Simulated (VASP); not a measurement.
A run of VASP 6.6.1 is set up as follows.

File INCAR:

```
SYSTEM = BN
PREC     = Accurate       ! precision mode
ENCUT    = 520            ! plane-wave cutoff, eV
EDIFF    = 1E-6           ! SCF threshold, eV
ISMEAR   = 0              ! smearing method
SIGMA    = 0.05           ! smearing width, eV
LREAL    = .False.        ! projectors in reciprocal space
LASPH    = .True.         ! aspherical terms in the spheres
NELM     = 100            ! most SCF steps
ALGO     = Normal         ! electronic algorithm
ISIF     = 2              ! what is computed and relaxed
LWAVE    = .False.        ! write WAVECAR
LCHARG   = .False.        ! write CHGCAR
GGA      = PS             ! functional
NBANDS   = 16             ! bands
```

KPOINTS

```
regular mesh
0
Gamma
  12 12 6
  0 0 0
```

The input POSCAR:

```
BN
1.0
    2.5539396017      0.0000000000      0.0000000000
   -1.2769698009      2.2117765748      0.0000000000
    0.0000000000      0.0000000000      4.2268550000
B N
2 2
Direct
    0.6666666667      0.3333333333      0.9997240000
    0.3333333333      0.6666666667      0.4997240000
    0.7540105546      0.3972734970      0.6016177482
    0.3333333333      0.6666666667      0.1252760000
```

Potentials or basis: VASP PAW PBE potentials, release 64 (B, N).

Command:

```sh
$ cat potpaw_PBE.64/B/POTCAR potpaw_PBE.64/N/POTCAR > POTCAR
$ mpirun -np 1 vasp_std > vasp.out
```

Task: What does it give for the band gap on the k mesh?

Result: 4.81 eV, indirect (least direct gap 7.16 eV).

Task: Estimate the pressure.

Result: 5.3 GPa.

Task: Estimate the largest force.

Result: 8.795 eV/Å.

Stress tensor (GPa, compression positive):
```
16.18 12.08 -7.86
12.08 -1.06 -3.73
-7.86 -3.73  0.84
```

Caveat: the cell differs from its parent crystal (atom 3 (N) moved by (+0.200, -0.100) A along [1 1 0] and z); the PAW data sets were made with another functional, which shifts forces and pressure a little. A k mesh can miss the band edges.
